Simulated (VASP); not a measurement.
# Ag: single point with PBEsol

Crystal: Ag.

```xyz
6
Lattice="-2.8671 0.0000 0.0000 -1.4335 -2.4829 0.0000 0.0000 0.0000 14.0721" Properties=species:S:1:pos:R:3 pbc="T T T"
Ag   -1.4335   -0.8276    1.1727
Ag   -1.4335   -0.8276    5.8634
Ag   -1.4335   -0.8276   10.5541
Ag   -2.8671   -1.6553    3.5180
Ag   -2.8671   -1.6553    8.2088
Ag   -2.8671   -1.6553   12.8995
```

This isn't the form of Ag at room conditions, which is fcc.

```json
{"Program": "VASP 6.6.1", "Task": "single point", "Functional": "PBEsol", "Potentials or basis": "VASP PAW PBE potentials, release 64 (Ag)", "Cutoff": "520 eV", "k mesh": "24 × 24 × 5", "Occupations": "gaussian, width 0.15 eV", "Spin": "no spin polarisation"}
```

| Item | Value |
| --- | --- |
| Pressure | -0.3 GPa |
| Band gap on the k mesh | zero (bands 33 and 34 overlap by 6.49 eV) |

Stress tensor (GPa, compression positive):
```
-0.46  0.00  0.00
 0.00 -0.46  0.00
 0.00  0.00  0.00
```

Levels at points of the mesh, in eV from the Fermi level:
```tsv
k point	band 30	band 31	band 32	band 33	band 34	band 35	band 36	band 37
(0.00, 0.00, 0.00)	-3.19	-3.19	-3.19	-3.19	-3.07	-3.07	-0.52	3.67
(0.50, 0.00, 0.00)	-2.78	0.08	0.17	0.17	1.24	1.24	1.59	5.07
```

Wall time 5 min on 1 thread of Intel(R) Xeon(R) 6975P-C (Granite Rapids), on a shared host, peak memory 0.62 GiB.

Caveat: the PAW data sets were made with another functional, which shifts forces and pressure a little.
